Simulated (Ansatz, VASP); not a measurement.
C: VASP beside Ansatz

```
CELL_PARAMETERS angstrom
-1.22251 -2.11745 0.00000
1.22251 -2.11745 0.00000
0.00000 0.00000 12.91799
ATOMIC_POSITIONS crystal
C 0.00000 0.00000 0.63972
C 0.33333 0.33333 0.12787
C 0.66667 0.66667 0.38380
C 0.00000 0.00000 0.38394
C 0.33333 0.33333 0.63987
C 0.66667 0.66667 0.12802
```

Alike in both runs: task single point; functional LDA; k mesh 12 × 12 × 3; occupations gaussian, width 0.05 eV; no spin polarisation.

|  | VASP | Ansatz |
| --- | --- | --- |
| version | VASP 6.6.1 | Ansatz 0.2.0 |
| potentials or method | VASP PAW LDA potentials, release 64 (C), cutoff 520 eV | scalar-relativistic, plane waves, PAW |
| valence electrons in the cell | 24 | 24 |

VASP gave:

| Item | Value |
| --- | --- |
| gap on the k mesh at the Fermi level (eV) | 0.02 |
| least direct gap on the mesh (eV) | 0.02 |
| pressure (GPa) | 0.6 |
| traceless stress, the component that is largest in VASP (GPa) | -0.73 |
| rms of the force components (eV/Å) | 0.008 |

Question: What did Ansatz give for the same quantities?

Answer: gap on the k mesh at the Fermi level (eV): 0.02; least direct gap on the mesh (eV): 0.02; pressure (GPa): 0.0; traceless stress, the component that is largest in VASP (GPa): -0.01; rms of the force components (eV/Å): 0.008.

LDA's correlation is that of Perdew and Zunger in VASP and of Perdew and Wang (1992) in Ansatz. Atom by atom the forces differ by 0.000 eV/Å (rms over components).
